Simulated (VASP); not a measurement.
# Ta (Im-3m) in VASP: notebook

Runs on Ta. Level: PBE. Tasks: single point.

Everything below comes from runs of VASP 6.6.1. Logs are shortened: lines on timing, memory, paths and dates and some standing lists are left out, and cuts for length are marked.

## Step 1: The cell of the first run

Symmetry: Im-3m, No. 229, cubic system. Conventional cell: a = 3.319 Å, b = 3.319 Å, c = 3.319 Å, α = 90.00°, β = 90.00°, γ = 90.00°. Ta (site symmetry m-3m) has 14 Ta at 2.87 to 3.32 Å within 3.8 Å.

## Step 2: Single point, PBE

INCAR

```
SYSTEM = Ta
ALGO     = Fast           ! electronic algorithm
EDIFF    = 1E-6           ! SCF threshold, eV
ENCUT    = 520            ! plane-wave cutoff, eV
GGA      = PE             ! functional
ISIF     = 2              ! what is computed and relaxed
ISMEAR   = 0              ! smearing method
LASPH    = .TRUE.         ! aspherical terms in the spheres
LCHARG   = .FALSE.        ! write CHGCAR
LREAL    = .FALSE.        ! projectors in reciprocal space
LWAVE    = .FALSE.        ! write WAVECAR
NBANDS   = 12             ! bands
NELM     = 60             ! most SCF steps
PREC     = Accurate       ! precision mode
SIGMA    = 0.15           ! smearing width, eV
```

KPOINTS

```
k-points
0
G
  14 14 14
  0 0 0
```

POSCAR

```
Ta
1.0
   -1.6593948201      1.6593948201      1.6593948201
    1.6593948201     -1.6593948201      1.6593948201
    1.6593948201      1.6593948201     -1.6593948201
Ta
1
Direct
    0.0000000000      0.0000000000      0.0000000000
```

Potentials or basis: VASP PAW PBE potentials, release 64 (Ta_pv).

Run with:

```
> cat potpaw_PBE.64/Ta_pv/POTCAR > POTCAR
> mpirun -np 1 vasp_std > vasp.out
```

OUTCAR:

```text
SYSTEM = Ta
   EDIFF = 1E-6
   ENCUT = 520
   GGA = PE
   ISIF = 2
   ISMEAR = 0
   LASPH = .TRUE.
   LREAL = .FALSE.
   NELM = 60
   PREC = Accurate

 ion  position               nearest neighbor table
   1  0.000  0.000  0.000-

  LATTYP: Found a body centered cubic cell.
 ALAT       =     3.3187896402

  Lattice vectors:

 A1 = (  -1.6593948201,   1.6593948201,   1.6593948201)
 A2 = (   1.6593948201,  -1.6593948201,   1.6593948201)
 A3 = (   1.6593948201,   1.6593948201,  -1.6593948201)

Analysis of symmetry for initial positions (statically):
=====================================================================
 Subroutine PRICEL returns:
 Original cell was already a primitive cell.

 Routine SETGRP: Setting up the symmetry group for a
 body centered cubic supercell.

 Subroutine GETGRP returns: Found 48 space group operations
 (whereof 48 operations were pure point group operations)
 out of a pool of 48 trial point group operations.

The static configuration has the point symmetry O_h .

Analysis of symmetry for dynamics (positions and initial velocities):
=====================================================================
 Subroutine PRICEL returns:
 Original cell was already a primitive cell.

 Routine SETGRP: Setting up the symmetry group for a
 body centered cubic supercell.

 Subroutine GETGRP returns: Found 48 space group operations
 (whereof 48 operations were pure point group operations)
 out of a pool of 48 trial point group operations.

The dynamic configuration has the point symmetry O_h .

 Subroutine INISYM returns: Found 48 space group operations
 (whereof 48 operations are pure point group operations),
 and found     1 'primitive' translations

----------------------------------------------------------------------------------------

                                     Primitive cell

  volume of cell :      18.2772

  direct lattice vectors                    reciprocal lattice vectors
    -1.659394820  1.659394820  1.659394820     0.000000000  0.301314668  0.301314668
     1.659394820 -1.659394820  1.659394820     0.301314668  0.000000000  0.301314668
     1.659394820  1.659394820 -1.659394820     0.301314668  0.301314668  0.000000000

  length of vectors
     2.874156138  2.874156138  2.874156138     0.426123291  0.426123291  0.426123291

  position of ions in fractional coordinates (direct lattice)
     0.000000000  0.000000000  0.000000000

  ion indices of the primitive-cell ions
   primitive index   ion index
                 1           1

----------------------------------------------------------------------------------------

 KPOINTS: k-points

Automatic generation of k-mesh.
 Grid dimensions read from file:
 generate k-points for:   14   14   14

 Generating k-lattice:

  Cartesian coordinates                     Fractional coordinates (reciprocal lattice)
     0.000000000  0.021522476  0.021522476     0.071428571  0.000000000  0.000000000
     0.021522476  0.000000000  0.021522476     0.000000000  0.071428571  0.000000000
     0.021522476  0.021522476  0.000000000     0.000000000  0.000000000  0.071428571

  Length of vectors
     0.030437378  0.030437378  0.030437378

  Shift w.r.t. Gamma in fractional coordinates (k-lattice)
     0.000000000  0.000000000  0.000000000

 Subroutine IBZKPT returns following result:
 ===========================================

 Found    104 irreducible k-points:

 Following reciprocal coordinates:
            Coordinates               Weight
  0.000000  0.000000  0.000000      1.000000
  0.071429  0.000000  0.000000     12.000000
  0.142857  0.000000  0.000000     12.000000
  0.214286  0.000000  0.000000     12.000000
  0.285714  0.000000  0.000000     12.000000
  0.357143  0.000000  0.000000     12.000000
[... 16 lines left out ...]
  0.285714  0.285714  0.000000     24.000000
  0.357143  0.285714  0.000000     24.000000
 [... further k-points ...]
   k-points           NKPTS =    104   k-points in BZ     NKDIM =    104   number of bands    NBANDS=     12
   number of dos      NEDOS =    301   number of ions     NIONS =      1
   total plane-waves  NPLWV =  13824
   dimension x,y,z NGX =    24 NGY =   24 NGZ =   24
   dimension x,y,z NGXF=    48 NGYF=   48 NGZF=   48
   ions per type =               1
   NGX,Y,Z   is equivalent  to a cutoff of  13.88, 13.88, 13.88 a.u.
   NGXF,Y,Z  is equivalent  to a cutoff of  27.76, 27.76, 27.76 a.u.
 SYSTEM =  Ta
   PREC   = accura    normal or accurate (medium, high low for compatibility)
   ISTART =      0    job   : 0-new  1-cont  2-samecut
   ICHARG =      2    charge: 1-file 2-atom 10-const
   ISPIN  =      1    spin polarized calculation?
   LNONCOLLINEAR =      F non collinear calculations
   LSORBIT =      F    spin-orbit coupling
   LASPH  =      T    aspherical Exc in radial PAW
   ENCUT  =  520.0 eV  38.22 Ry    6.18 a.u.   5.34  5.34  5.34*2*pi/ulx,y,z
   NELM   =     60;   NELMIN=  2; NELMDL= -5     # of ELM steps
   EDIFF  = 0.1E-05   stopping-criterion for ELM
   LREAL  =      F    real-space projection
   EDIFFG = 0.1E-04   stopping-criterion for IOM
   NSW    =      0    number of steps for IOM
   IBRION =     -1    ionic relax: 0-MD 1-quasi-New 2-CG
   NFREE  =      0    steps in history (QN), initial steepest desc. (CG)
   ISIF   =      2    stress and relaxation
   ISYM   =      2    0-nonsym 1-usesym 2-fastsym
   POTIM  = 0.5000    time-step for ionic-motion
   TEBEG  =    0.0;   TEEND  =   0.0 temperature during run
   PSTRESS=    0.0 pullay stress
   NELECT =      11.0000    total number of electrons
   NUPDOWN=      -1.0000    fix difference up-down
   EMIN   =  10.00;   EMAX   =-10.00  energy-range for DOS
   EFERMI =   0.00;   METHOD = LEGACY
   ISMEAR =     0;   SIGMA  =   0.15  broadening in eV -4-tet -1-fermi 0-gaus
   EFERMI_NEDOS =   21; number of points for ismear=-14 and -15
   IALGO  =     68    algorithm
   IMIX   =      4    mixing-type and parameters
     AMIX     =   0.40;   BMIX     =  1.00
     AMIX_MAG =   1.60;   BMIX_MAG =  1.00
  volume/ion in A,a.u.               =      18.28       123.34
  Fermi-wavevector in a.u.,A,eV,Ry     =   1.382195  2.611970 25.993429  1.910463
  Thomas-Fermi vector in A             =   2.506909
   LORBIT       =      0    0 simple, 1 ext, 2 COOP (PROOUT), +10 PAW based schemes
   GGA     = PE    functional components
   LHFCALC =     F    Hartree Fock is set to
   AEXX    =    0.0000 exact exchange contribution
   IVDW    =     0    specifies the selected vdW correction
   LEPSILON=     F    determine dielectric tensor
   LRPA    =     F    only Hartree local field effects (RPA)
 non-spin polarized calculation
 RMM-DIIS sequential band-by-band and
 Gauss-broadening in eV      SIGMA  =   0.15
  energy-cutoff  :      520.00
  volume of cell :       18.28
 maximum number of plane-waves:       531
 NGX is ok and might be reduce to    24
   NGX = 11   NGY = 11   NGZ = 11

 number of electron      11.0000001 magnetization

 Free energy of the ion-electron system (eV)
  ---------------------------------------------------
  ext. energy  EPLUGINS =         0.00000000
  ---------------------------------------------------
  free energy    TOTEN  =       -11.82468567 eV

  energy without entropy =      -11.81360555  energy(sigma->0) =      -11.81914561

 E-fermi :   5.3743     XC(G=0): -12.5434

 val. band max:        5.3639630596   @ k =   0.3571   0.1429   0.1429
 cond. band min:       5.3989170656   @ k =   0.0714   0.0714   0.0714
 fundamental gap:      0.0349540060
 Fermi energy:         5.3743469481

 k-point     1 :       0.0000    0.0000    0.0000
  band No.  band energies     occupation
      1     -27.7623      2.00000
      2     -27.7623      2.00000
      3     -27.7623      2.00000
      4      -2.4914      2.00000
      5       6.1022      0.00000
      6       6.1022      0.00000
      7       6.1022      0.00000
      8       9.3236      0.00000
      9       9.3236      0.00000
     10      20.3101      0.00000
     11      20.3101      0.00000
     12      20.3101      0.00000

 k-point     2 :       0.0714    0.0000    0.0000
  band No.  band energies     occupation
      1     -27.8224      2.00000
      2     -27.7809      2.00000
      3     -27.7626      2.00000
      4      -2.2679      2.00000
      5       5.9578      0.00000
      6       6.0582      0.00000
      7       6.3213      0.00000
      8       9.0962      0.00000
      9       9.3247      0.00000
     10      20.5081      0.00000
     11      20.7027      0.00000
     12      20.8855      0.00000

 k-point     3 :       0.1429    0.0000    0.0000
  band No.  band energies     occupation
      1     -27.9877      2.00000
      2     -27.8325      2.00000
      3     -27.7635      2.00000
      4      -1.6353      2.00000
      5       5.5797      0.05284
      6       5.8535      0.00001
      7       6.9673      0.00000
      8       8.7263      0.00000
      9       9.3468      0.00000
     10      20.9198      0.00000
     11      21.8192      0.00000
     12      22.1357      0.00000
[... 286 lines left out ...]
 k-point    23 :       0.2857    0.2857    0.0000
  band No.  band energies     occupation
      1     -28.6633      2.00000
      2     -28.3664      2.00000
      3     -27.8964      2.00000
      4       2.7110      2.00000
      5       3.9905      2.00000
      6       4.7940      2.00000
      7       9.3058      0.00000
      8      10.0662      0.00000
      9      14.8960      0.00000
     10      15.1792      0.00000
     11      19.0041      0.00000
     12      21.8302      0.00000

 k-point    24 :       0.3571    0.2857    0.0000
  band No.  band energies     occupation
      1     -28.6205      2.00000
      2     -28.4496      2.00000
      3     -27.9023      2.00000
      4       2.8566      2.00000
      5       4.1302      2.00000
      6       4.6614      2.00000
      7       9.5311      0.00000
      8      10.0912      0.00000
      9      14.1436      0.00000
     10      16.2710      0.00000
     11      18.0468      0.00000
     12      22.1641      0.00000

 [... further k-points ...]
[... 5 lines left out ...]
  --------------------------------------------------------------------------------------
  -------------------------------------------------------------------------------------
  Total        0.0152857      0.0152857      0.0152857     -0.0000000     -0.0000000      0.0000000
  in kB        1.3399464      1.3399464      1.3399464     -0.0000000     -0.0000000      0.0000000
  external PRESSURE =       1.3399464 kB  Pullay stress =       0.0000000 kB

 VOLUME and BASIS-vectors are now :
 -----------------------------------------------------------------------------
  energy-cutoff  :      520.00
  volume of cell :       18.28
      direct lattice vectors                 reciprocal lattice vectors
    -1.659394820  1.659394820  1.659394820     0.000000000  0.301314668  0.301314668
     1.659394820 -1.659394820  1.659394820     0.301314668  0.000000000  0.301314668
     1.659394820  1.659394820 -1.659394820     0.301314668  0.301314668  0.000000000

 POSITION                                       TOTAL-FORCE (eV/Angst)
 -----------------------------------------------------------------------------------
      0.00000      0.00000      0.00000         0.000000      0.000000      0.000000
 -----------------------------------------------------------------------------------
    total drift:                                0.000000      0.000000      0.000000

  FREE ENERGIE OF THE ION-ELECTRON SYSTEM (eV)
  ---------------------------------------------------
  free  energy   TOTEN  =       -11.8246856724 eV

  energy  without entropy=      -11.8136055474  energy(sigma->0) =      -11.81914561
```

Run time: 8.8 s. Hardware: 1 thread of Intel Xeon 6975P-C (Granite Rapids), shared host; peak memory 0.15 GiB.

Results:

* Free energy: -11.8247 eV
* Pressure: 0.1 GPa

Caveat: spin-orbit coupling is left out, which moves the levels of the heavy elements.

## Step 3: Single point, PBE (volume scaled by 0.88)

INCAR

```
SYSTEM = Ta
PREC = Accurate ; ENCUT = 520
EDIFF = 1E-6 ; ISMEAR = 0
SIGMA = 0.1 ; LREAL = .FALSE.
LASPH = .TRUE. ; NELM = 60
ALGO = Normal ; ISIF = 2
LWAVE = .FALSE. ; LCHARG = .FALSE.
GGA = PE ; NBANDS = 12
```

KPOINTS

```
regular mesh
0
G
  18 18 18
  0 0 0
```

POSCAR

```
Ta
1.0
   -1.5901714585      1.5901714585      1.5901714585
    1.5901714585     -1.5901714585      1.5901714585
    1.5901714585      1.5901714585     -1.5901714585
Ta
1
Direct
    0.0000000000      0.0000000000      0.0000000000
```

Potentials or basis: VASP PAW PBE potentials, release 64 (Ta_pv).

Run with:

```
> cat potpaw_PBE.64/Ta_pv/POTCAR > POTCAR
> mpirun -np 1 vasp_std > vasp.out
```

OUTCAR:

```text
SYSTEM = Ta
   PREC = Accurate
   ENCUT = 520
   EDIFF = 1E-6
   ISMEAR = 0
   LREAL = .FALSE.
   LASPH = .TRUE.
   NELM = 60
   ISIF = 2
   GGA = PE

 ion  position               nearest neighbor table
   1  0.000  0.000  0.000-

  LATTYP: Found a body centered cubic cell.
 ALAT       =     3.1803429170

  Lattice vectors:

 A1 = (  -1.5901714585,   1.5901714585,   1.5901714585)
 A2 = (   1.5901714585,  -1.5901714585,   1.5901714585)
 A3 = (   1.5901714585,   1.5901714585,  -1.5901714585)

Analysis of symmetry for initial positions (statically):
=====================================================================
 Subroutine PRICEL returns:
 Original cell was already a primitive cell.

 Routine SETGRP: Setting up the symmetry group for a
 body centered cubic supercell.

 Subroutine GETGRP returns: Found 48 space group operations
 (whereof 48 operations were pure point group operations)
 out of a pool of 48 trial point group operations.

The static configuration has the point symmetry O_h .

Analysis of symmetry for dynamics (positions and initial velocities):
[... 159 lines left out ...]
 val. band max:        6.4208939168   @ k =  -0.2778   0.3889   0.1111
 cond. band min:       6.4367081870   @ k =  -0.2222   0.2222   0.1111
 fundamental gap:      0.0158142702
 Fermi energy:         6.4250190129

 k-point     1 :       0.0000    0.0000    0.0000
  band No.  band energies     occupation
      1     -26.1704      2.00000
      2     -26.1704      2.00000
      3     -26.1704      2.00000
      4      -1.8895      2.00000
      5       7.1606      0.00000
      6       7.1606      0.00000
      7       7.1606      0.00000
      8      10.8505      0.00000
      9      10.8505      0.00000
     10      21.9928      0.00000
     11      21.9928      0.00000
     12      21.9928      0.00000
[... 331 lines left out ...]
 k-point    24 :       0.3889    0.1111    0.0000
  band No.  band energies     occupation
      1     -27.7547      2.00000
      2     -26.7546      2.00000
      3     -26.2609      2.00000
      4       2.0067      2.00000
      5       4.6909      2.00000
      6       7.4747      0.00000
      7      10.6461      0.00000
      8      12.1751      0.00000
      9      15.4954      0.00000
     10      19.5838      0.00000
     11      20.3759      0.00000
     12      21.5455      0.00000

 [... further k-points ...]
[... 5 lines left out ...]
  --------------------------------------------------------------------------------------
  -------------------------------------------------------------------------------------
  Total        3.2408016      3.2408016      3.2408016      0.0000000      0.0000000      0.0000000
  in kB      322.8279846    322.8279846    322.8279846      0.0000000      0.0000000      0.0000000
  external PRESSURE =     322.8279846 kB  Pullay stress =       0.0000000 kB

 VOLUME and BASIS-vectors are now :
 -----------------------------------------------------------------------------
  energy-cutoff  :      520.00
  volume of cell :       16.08
      direct lattice vectors                 reciprocal lattice vectors
    -1.590171458  1.590171458  1.590171458     0.000000000  0.314431502  0.314431502
     1.590171458 -1.590171458  1.590171458     0.314431502  0.000000000  0.314431502
     1.590171458  1.590171458 -1.590171458     0.314431502  0.314431502  0.000000000

 POSITION                                       TOTAL-FORCE (eV/Angst)
 -----------------------------------------------------------------------------------
      0.00000      0.00000      0.00000        -0.000000     -0.000000      0.000000
 -----------------------------------------------------------------------------------
    total drift:                                0.000000     -0.000000      0.000000

  FREE ENERGIE OF THE ION-ELECTRON SYSTEM (eV)
  ---------------------------------------------------
  free  energy   TOTEN  =       -11.6165815134 eV

  energy  without entropy=      -11.6106057728  energy(sigma->0) =      -11.61359364
```

stdout:

```text
POSCAR found type information on POSCAR Ta
 POSCAR found :  1 types and       1 ions
 scaLAPACK will be used
 LDA part: xc-table for (Slater+PW92), standard interpolation
 POSCAR, INCAR and KPOINTS ok, starting setup
 FFT: planning ... GRIDC
 FFT: planning ... GRID_SOFT
 FFT: planning ... GRID
 WAVECAR not read
 entering main loop
```

Wall time 9.2 s (1 thread of Intel Xeon 6975P-C (Granite Rapids), shared host); peak memory 0.15 GiB.

What came out:

```yaml
Free_energy: -11.6166 eV
Pressure: 32.3 GPa
```

Caveat: spin-orbit coupling is left out, which moves the levels of the heavy elements.

[end of part 1 of 2]
